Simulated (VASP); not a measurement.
# K2S (Fm-3m) in VASP: a series of runs

K2S is run at these levels: PBE; tasks: single point.

Program: VASP 6.6.1. These are calculated values, not measurements. Logs are shortened: lines on timing, memory, paths and dates and some standing lists are left out, and cuts for length are marked.

## 1. The cell of the first run

The structure is cubic, space group Fm-3m (No. 225). The conventional cell has a = 7.391 Å, b = 7.391 Å, c = 7.391 Å, α = 90.00°, β = 90.00°, γ = 90.00°. K (site symmetry -43m) has 4 S at 3.20 Å and 6 K at 3.70 Å within 4.2 Å. Within 4.2 Å of S (site symmetry m-3m) lie 8 K at 3.20 Å.

## 2. Single point, PBE

INCAR reads:

```
ALGO = Normal ; EDIFF = 1E-6
ENCUT = 500 ; GGA = PE
GGA_COMPAT = F ; ISIF = 2
ISMEAR = 0 ; LASPH = T
LCHARG = F ; LREAL = F
LWAVE = F ; NBANDS = 19
NELM = 120 ; PREC = Accurate
SIGMA = 0.05
```

KPOINTS reads:

```
k-points
0
Gamma
  8 8 8
```

POSCAR reads:

```
K2S
1.0
    0.0000000000      3.6954997636      3.6954997636
    3.6954997636      0.0000000000      3.6954997636
    3.6954997636      3.6954997636      0.0000000000
K S
2 1
Direct
    0.2500000000      0.2500000000      0.2500000000
    0.7500000000      0.7500000000      0.7500000000
    0.0000000000      0.0000000000      0.0000000000
```

Potentials or basis: VASP PAW PBE potentials, release 64 (K_sv, S).

Launch:

```sh
$ cat potpaw_PBE.64/K_sv/POTCAR potpaw_PBE.64/S/POTCAR > POTCAR
$ mpirun -np 1 vasp_std > vasp.out
```

OUTCAR:

```text
EDIFF = 1E-6
   ENCUT = 500
   GGA = PE
   ISIF = 2
   ISMEAR = 0
   LASPH = T
   LREAL = F
   NELM = 120
   PREC = Accurate

 ion  position               nearest neighbor table
   1  0.250  0.250  0.250-   3 3.20   3 3.20   3 3.20   3 3.20   2 3.70   2 3.70   2 3.70   2 3.70
                             2 3.70   2 3.70
   2  0.750  0.750  0.750-   3 3.20   3 3.20   3 3.20   3 3.20   1 3.70   1 3.70   1 3.70   1 3.70
                             1 3.70   1 3.70
   3  0.000  0.000  0.000-   2 3.20   2 3.20   2 3.20   1 3.20   2 3.20   1 3.20   1 3.20   1 3.20

  LATTYP: Found a face centered cubic cell.
 ALAT       =     7.3909995272

  Lattice vectors:

 A1 = (   0.0000000000,   3.6954997636,   3.6954997636)
 A2 = (   3.6954997636,   0.0000000000,   3.6954997636)
 A3 = (   3.6954997636,   3.6954997636,   0.0000000000)

Analysis of symmetry for initial positions (statically):
=====================================================================
 Subroutine PRICEL returns:
 Original cell was already a primitive cell.

 Routine SETGRP: Setting up the symmetry group for a
 face centered cubic supercell.

 Subroutine GETGRP returns: Found 48 space group operations
 (whereof 48 operations were pure point group operations)
 out of a pool of 48 trial point group operations.

The static configuration has the point symmetry O_h .

Analysis of symmetry for dynamics (positions and initial velocities):
=====================================================================
 Subroutine PRICEL returns:
 Original cell was already a primitive cell.

 Routine SETGRP: Setting up the symmetry group for a
 face centered cubic supercell.

 Subroutine GETGRP returns: Found 48 space group operations
 (whereof 48 operations were pure point group operations)
 out of a pool of 48 trial point group operations.

The dynamic configuration has the point symmetry O_h .

 Subroutine INISYM returns: Found 48 space group operations
 (whereof 48 operations are pure point group operations),
 and found     1 'primitive' translations

----------------------------------------------------------------------------------------

                                     Primitive cell

  volume of cell :     100.9368

  direct lattice vectors                    reciprocal lattice vectors
     0.000000000  3.695499764  3.695499764    -0.135299697  0.135299697  0.135299697
     3.695499764  0.000000000  3.695499764     0.135299697 -0.135299697  0.135299697
     3.695499764  3.695499764  0.000000000     0.135299697  0.135299697 -0.135299697

  length of vectors
     5.226225885  5.226225885  5.226225885     0.234345950  0.234345950  0.234345950

  position of ions in fractional coordinates (direct lattice)
     0.250000000  0.250000000  0.250000000
     0.750000000  0.750000000  0.750000000
     0.000000000  0.000000000  0.000000000

  ion indices of the primitive-cell ions
   primitive index   ion index
                 1           1
                 2           2
                 3           3

----------------------------------------------------------------------------------------

 KPOINTS: k-points

Automatic generation of k-mesh.
 Grid dimensions read from file:
 generate k-points for:    8    8    8

 Generating k-lattice:

  Cartesian coordinates                     Fractional coordinates (reciprocal lattice)
    -0.016912462  0.016912462  0.016912462     0.125000000  0.000000000  0.000000000
     0.016912462 -0.016912462  0.016912462     0.000000000  0.125000000  0.000000000
     0.016912462  0.016912462 -0.016912462     0.000000000  0.000000000  0.125000000

  Length of vectors
     0.029293244  0.029293244  0.029293244

  Shift w.r.t. Gamma in fractional coordinates (k-lattice)
     0.000000000  0.000000000  0.000000000

 Subroutine IBZKPT returns following result:
 ===========================================

 Found     29 irreducible k-points:

 Following reciprocal coordinates:
            Coordinates               Weight
  0.000000  0.000000  0.000000      1.000000
  0.125000  0.000000  0.000000      8.000000
  0.250000  0.000000  0.000000      8.000000
  0.375000  0.000000  0.000000      8.000000
  0.500000  0.000000  0.000000      4.000000
  0.125000  0.125000  0.000000      6.000000
[... 16 lines left out ...]
  0.500000  0.250000  0.125000     48.000000
 -0.375000  0.250000  0.125000     24.000000
 [... further k-points ...]
   k-points           NKPTS =     29   k-points in BZ     NKDIM =     29   number of bands    NBANDS=     19
   number of dos      NEDOS =    301   number of ions     NIONS =      3
   total plane-waves  NPLWV =  64000
   dimension x,y,z NGX =    40 NGY =   40 NGZ =   40
   dimension x,y,z NGXF=    80 NGYF=   80 NGZF=   80
   ions per type =               2   1
   NGX,Y,Z   is equivalent  to a cutoff of  12.72, 12.72, 12.72 a.u.
   NGXF,Y,Z  is equivalent  to a cutoff of  25.45, 25.45, 25.45 a.u.
 SYSTEM =  unknown system
   PREC   = accura    normal or accurate (medium, high low for compatibility)
   ISTART =      0    job   : 0-new  1-cont  2-samecut
   ICHARG =      2    charge: 1-file 2-atom 10-const
   ISPIN  =      1    spin polarized calculation?
   LNONCOLLINEAR =      F non collinear calculations
   LSORBIT =      F    spin-orbit coupling
   LASPH  =      T    aspherical Exc in radial PAW
   ENCUT  =  500.0 eV  36.75 Ry    6.06 a.u.   9.53  9.53  9.53*2*pi/ulx,y,z
   NELM   =    120;   NELMIN=  2; NELMDL= -5     # of ELM steps
   EDIFF  = 0.1E-05   stopping-criterion for ELM
   LREAL  =      F    real-space projection
   EDIFFG = 0.1E-04   stopping-criterion for IOM
   NSW    =      0    number of steps for IOM
   IBRION =     -1    ionic relax: 0-MD 1-quasi-New 2-CG
   NFREE  =      0    steps in history (QN), initial steepest desc. (CG)
   ISIF   =      2    stress and relaxation
   ISYM   =      2    0-nonsym 1-usesym 2-fastsym
   POTIM  = 0.5000    time-step for ionic-motion
   TEBEG  =    0.0;   TEEND  =   0.0 temperature during run
   PSTRESS=    0.0 pullay stress
   NELECT =      24.0000    total number of electrons
   NUPDOWN=      -1.0000    fix difference up-down
   EMIN   =  10.00;   EMAX   =-10.00  energy-range for DOS
   EFERMI =   0.00;   METHOD = LEGACY
   ISMEAR =     0;   SIGMA  =   0.05  broadening in eV -4-tet -1-fermi 0-gaus
   EFERMI_NEDOS =   21; number of points for ismear=-14 and -15
   IALGO  =     38    algorithm
   IMIX   =      4    mixing-type and parameters
     AMIX     =   0.40;   BMIX     =  1.00
     AMIX_MAG =   1.60;   BMIX_MAG =  1.00
  volume/ion in A,a.u.               =      33.65       227.05
  Fermi-wavevector in a.u.,A,eV,Ry     =   1.014212  1.916583 13.995305  1.028626
  Thomas-Fermi vector in A             =   2.147426
   LORBIT       =      0    0 simple, 1 ext, 2 COOP (PROOUT), +10 PAW based schemes
   GGA     = PE    functional components
   LHFCALC =     F    Hartree Fock is set to
   AEXX    =    0.0000 exact exchange contribution
   IVDW    =     0    specifies the selected vdW correction
   LEPSILON=     F    determine dielectric tensor
   LRPA    =     F    only Hartree local field effects (RPA)
 non-spin polarized calculation
 Gauss-broadening in eV      SIGMA  =   0.05
  energy-cutoff  :      500.00
  volume of cell :      100.94
 maximum number of plane-waves:      2637
 NGX is ok and might be reduce to    40
   NGX = 19   NGY = 19   NGZ = 19

 number of electron      23.9999996 magnetization

 Free energy of the ion-electron system (eV)
  ---------------------------------------------------
  ext. energy  EPLUGINS =         0.00000000
  ---------------------------------------------------
  free energy    TOTEN  =        -9.41450799 eV

  energy without entropy =       -9.41450799  energy(sigma->0) =       -9.41450799

 E-fermi :  -0.0717     XC(G=0):  -7.3580

 val. band max:       -0.3283131175   @ k =   0.5000   0.5000   0.0000
 cond. band min:       2.0658798336   @ k =   0.0000   0.0000   0.0000
 fundamental gap:      2.3941929511
 Fermi energy:        -0.0716781270

 k-point     1 :       0.0000    0.0000    0.0000
  band No.  band energies     occupation
      1     -29.5377      2.00000
      2     -29.4536      2.00000
      3     -13.1334      2.00000
      4     -13.1334      2.00000
      5     -13.1334      2.00000
      6     -12.8923      2.00000
[... 11 lines left out ...]
     18       7.1635      0.00000
     19       8.1045      0.00000

 k-point     2 :       0.1250    0.0000    0.0000
  band No.  band energies     occupation
      1     -29.5343      2.00000
      2     -29.4566      2.00000
      3     -13.1298      2.00000
      4     -13.1255      2.00000
      5     -13.1255      2.00000
      6     -12.9181      2.00000
[... 11 lines left out ...]
     18       7.2559      0.00000
     19       7.8536      0.00000

 k-point     3 :       0.2500    0.0000    0.0000
  band No.  band energies     occupation
      1     -29.5249      2.00000
      2     -29.4654      2.00000
      3     -13.1227      2.00000
      4     -13.1023      2.00000
      5     -13.1023      2.00000
      6     -12.9762      2.00000
[... 11 lines left out ...]
     18       7.3748      0.00000
     19       7.3748      0.00000

 k-point     4 :       0.3750    0.0000    0.0000
  band No.  band energies     occupation
      1     -29.5109      2.00000
      2     -29.4787      2.00000
      3     -13.1214      2.00000
      4     -13.0663      2.00000
      5     -13.0663      2.00000
      6     -13.0254      2.00000
[... 11 lines left out ...]
     18       7.3233      0.00000
     19       7.3246      0.00000

 k-point     5 :       0.5000    0.0000    0.0000
  band No.  band energies     occupation
      1     -29.4947      2.00000
      2     -29.4946      2.00000
      3     -13.1249      2.00000
      4     -13.0410      2.00000
      5     -13.0261      2.00000
      6     -13.0261      2.00000
[... 11 lines left out ...]
     18       7.2857      0.00000
     19       7.4350      0.00000
[... 334 lines left out ...]
      2     -29.4802      2.00000
      3     -13.3410      2.00000
      4     -13.1960      2.00000
      5     -13.1960      2.00000
      6     -12.8547      2.00000
[... 11 lines left out ...]
     18       7.2880      0.00000
     19       7.4662      0.00000

 k-point    22 :       0.3750    0.2500    0.1250
  band No.  band energies     occupation
      1     -29.5187      2.00000
      2     -29.4709      2.00000
      3     -13.1868      2.00000
      4     -13.1191      2.00000
      5     -13.1100      2.00000
      6     -12.9877      2.00000
[... 11 lines left out ...]
     18       7.2702      0.00000
     19       7.6504      0.00000

 k-point    23 :       0.5000    0.2500    0.1250
  band No.  band energies     occupation
      1     -29.5075      2.00000
      2     -29.4816      2.00000
      3     -13.2259      2.00000
      4     -13.1534      2.00000
      5     -13.0802      2.00000
      6     -12.9807      2.00000
[... 11 lines left out ...]
     18       7.1827      0.00000
     19       7.5677      0.00000

 k-point    24 :      -0.3750    0.2500    0.1250
  band No.  band energies     occupation
      1     -29.4944      2.00000
      2     -29.4944      2.00000
      3     -13.2440      2.00000
      4     -13.1650      2.00000
      5     -13.0350      2.00000
      6     -13.0301      2.00000
[... 11 lines left out ...]
     18       6.9951      0.00000
     19       7.7639      0.00000

 [... further k-points ...]
[... 5 lines left out ...]
  --------------------------------------------------------------------------------------
  -------------------------------------------------------------------------------------
  Total        0.3762766      0.3762766      0.3762766      0.0000000      0.0000000      0.0000000
  in kB        5.9726670      5.9726670      5.9726670      0.0000000      0.0000000      0.0000000
  external PRESSURE =       5.9726670 kB  Pullay stress =       0.0000000 kB

 VOLUME and BASIS-vectors are now :
 -----------------------------------------------------------------------------
  energy-cutoff  :      500.00
  volume of cell :      100.94
      direct lattice vectors                 reciprocal lattice vectors
     0.000000000  3.695499764  3.695499764    -0.135299697  0.135299697  0.135299697
     3.695499764  0.000000000  3.695499764     0.135299697 -0.135299697  0.135299697
     3.695499764  3.695499764  0.000000000     0.135299697  0.135299697 -0.135299697

 POSITION                                       TOTAL-FORCE (eV/Angst)
 -----------------------------------------------------------------------------------
      1.84775      1.84775      1.84775        -0.000000     -0.000000     -0.000000
      5.54325      5.54325      5.54325         0.000000      0.000000      0.000000
      0.00000      0.00000      0.00000         0.000000      0.000000     -0.000000
 -----------------------------------------------------------------------------------
    total drift:                               -0.000000     -0.000000      0.000000

  FREE ENERGIE OF THE ION-ELECTRON SYSTEM (eV)
  ---------------------------------------------------
  free  energy   TOTEN  =        -9.4145079870 eV

  energy  without entropy=       -9.4145079870  energy(sigma->0) =       -9.41450799
```

It took 50 s on 1 thread of Intel Xeon Platinum 8375C at 2.90GHz (Ice Lake), shared host; peak memory 0.25 GiB.

What came out:

```
Free energy            : -9.4145 eV
Pressure               : 0.6 GPa
Band gap on the k mesh : 2.39 eV, indirect (least direct gap 2.59 eV)
```

Levels at points of the mesh, in eV from the valence-band top:
```csv
k point,band 10,band 11,band 12,band 13,band 14,band 15
"(0.00, 0.00, 0.00)",-0.20,-0.20,-0.20,2.39,5.47,5.47
"(0.50, 0.00, 0.00)",-0.62,-0.07,-0.07,4.73,5.04,5.83
"(0.50, 0.50, 0.00)",-0.75,0.00,0.00,3.51,5.30,6.62
```

## 3. Single point, PBE

INCAR reads:

```
SYSTEM = K2S
ALGO = Normal ; EDIFF = 1E-6
ENCUT = 500 ; GGA = PE
GGA_COMPAT = .False. ; ISIF = 2
ISMEAR = 0 ; LASPH = .True.
LCHARG = .True. ; LELF = .True.
LREAL = .False. ; LVHAR = .True.
LWAVE = .False. ; NBANDS = 19
NELM = 120 ; PREC = Accurate
SIGMA = 0.05
```

KPOINTS reads:

```
k-points
0
Gamma
  8 8 8
  0 0 0
```

POSCAR is that of step 2.

Potentials or basis: VASP PAW PBE potentials, release 64 (K_sv, S).

Launch:

```sh
$ cat potpaw_PBE.64/K_sv/POTCAR potpaw_PBE.64/S/POTCAR > POTCAR
$ mpirun -np 1 vasp_std > vasp.out
```

Run time: 53 s. Hardware: 1 thread of Intel Xeon Platinum 8375C at 2.90GHz (Ice Lake), shared host; peak memory 0.25 GiB.

Results (log left out):

```
Free energy            : -9.4145 eV
Pressure               : 0.6 GPa
Band gap on the k mesh : 2.39 eV, indirect (least direct gap 2.59 eV)
```

Levels at points of the mesh, in eV from the valence-band top:
| k point | band 10 | band 11 | band 12 | band 13 | band 14 | band 15 |
| --- | --- | --- | --- | --- | --- | --- |
| (0.00, 0.00, 0.00) | -0.20 | -0.20 | -0.20 | 2.39 | 5.47 | 5.47 |
| (0.50, 0.00, 0.00) | -0.62 | -0.07 | -0.07 | 4.73 | 5.04 | 5.83 |
| (0.50, 0.50, 0.00) | -0.75 | 0.00 | 0.00 | 3.51 | 5.30 | 6.62 |

A k mesh can miss the band edges. Expect the measured gap to be larger: semilocal functionals such as PBE lack the derivative discontinuity.
